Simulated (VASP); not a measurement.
Set up this calculation in VASP 6.6.1, as the native input.

```
Task                   : single point
Functional             : r2SCAN
Potentials or basis    : VASP PAW PBE potentials, release 64 (Mg, O)
Cutoff                 : 520 eV
k mesh                 : 9 × 9 × 8
Occupations            : gaussian, width 0.05 eV
Spin                   : no spin polarisation
Dipole correction      : no
Further INCAR settings : ALGO = Normal; EDIFF = 1e-07; NBANDS = 11
```

Crystal: MgO.

```
Mg O
1.0
     2.49732    0.00000    0.00000
    -1.24866    2.16274    0.00000
     0.00000    0.00000    2.67968
Mg O
1 1
Direct
  0.00000 0.00000 0.00000
  0.33333 0.66667 0.50000
```

This cell differs from its parent crystal: strain -0.1500 x Voigt [1, 1, 0, 0, 0, 0].

One way to write it, as run:

POSCAR

```
MgO
1.0
    2.4973177679      0.0000000000      0.0000000000
   -1.2486588839      2.1627406283      0.0000000000
    0.0000000000      0.0000000000      2.6796800000
Mg O
1 1
Direct
    0.0000000000      0.0000000000      0.0000000000
    0.3333333333      0.6666666667      0.5000000000
```

INCAR.step1

```
SYSTEM = MgO
PREC = Accurate
ENCUT = 520
ISMEAR = 0
SIGMA = 0.05
LREAL = .False.
LASPH = .True.
NELM = 80
NBANDS = 11
GGA = PE
ALGO = Normal
EDIFF = 1E-4
LWAVE = .True.
LCHARG = .False.
```

INCAR.step2

```
SYSTEM = MgO
PREC = Accurate
ENCUT = 520
EDIFF = 1E-7
ISMEAR = 0
SIGMA = 0.05
LREAL = .False.
LASPH = .True.
NELM = 80
ALGO = Normal
ISIF = 2
LWAVE = .False.
LCHARG = .False.
METAGGA = R2SCAN
LMIXTAU = .True.
NBANDS = 11
ISTART = 1
```

KPOINTS

```
Automatic mesh
0
Gamma
  9 9 8
  0 0 0
```

Potentials or basis: VASP PAW PBE potentials, release 64 (Mg, O).

Run with:

```bash
$ cat potpaw_PBE.64/Mg/POTCAR potpaw_PBE.64/O/POTCAR > POTCAR
$ cp INCAR.step1 INCAR
$ mpirun -np 1 vasp_std > vasp.out
$ cp INCAR.step2 INCAR
$ mpirun -np 1 vasp_std > vasp.out
```

Results of the run:

```json
{"Pressure": "74.8 GPa", "Band gap on the k mesh": "4.36 eV, indirect (least direct gap 4.71 eV)"}
```

Caveat: the cell differs from its parent crystal (strain -0.1500 x Voigt [1, 1, 0, 0, 0, 0]); the PAW data sets were made with another functional, which shifts forces and pressure a little.

It took 35 s on 1 thread of Intel Xeon 6975P-C (shared host), peak memory 0.14 GiB.
